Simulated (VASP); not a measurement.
Wanted: the native input for a VASP 6.6.1 run.

```
Task                   : single point
Functional             : LDA
Potentials or basis    : VASP PAW LDA potentials, release 64 (Rh_pv)
Cutoff                 : 520 eV
k mesh                 : 11 × 11 × 3
Occupations            : fermi-dirac, width 0.05 eV
Spin                   : no spin polarisation
Dipole correction      : no
Further INCAR settings : ALGO = Normal; EDIFF = 1e-07; NBANDS = 38
```

The structure of Rh lies in POSCAR:

```
Rh
1.0
    2.6367956413      0.0000000000      0.0000000000
   -1.3183978206      2.2835320100      0.0000000000
    0.0000000000      0.0000000000      8.6184672829
Rh
4
Direct
    0.6666666667      0.3333333333      0.7500000000
    0.0000000000      0.0000000000      0.5000000000
    0.3333333333      0.6666666667      0.2500000000
    0.0000000000      0.0000000000      0.0000000000
```

These files were run (other wordings do the same):

INCAR

```
SYSTEM = Rh
PREC = Accurate ; ENCUT = 520
EDIFF = 1E-7 ; ISMEAR = -1
SIGMA = 0.05 ; LREAL = .FALSE.
LASPH = .TRUE. ; NELM = 100
ALGO = Normal ; ISIF = 2
LWAVE = .FALSE. ; LCHARG = .FALSE.
GGA = CA ; NBANDS = 38
```

KPOINTS

```
regular mesh
0
G
  11 11 3
  0 0 0
```

Potentials or basis: VASP PAW LDA potentials, release 64 (Rh_pv).

Run with:

```sh
$ cat potpaw_LDA.64/Rh_pv/POTCAR > POTCAR
$ mpirun -np 1 vasp_std > vasp.out
```

It gave:

```json
{
  "Pressure": "8.0 GPa",
  "Band gap on the k mesh": "zero (band 30 reaches 13.55 eV, above the bottom of band 31 at 11.73 eV)"
}
```

It took 25 s on 1 thread of AMD EPYC 9R45 96-Core Processor (Zen 5), on a shared host, peak memory 0.14 GiB.
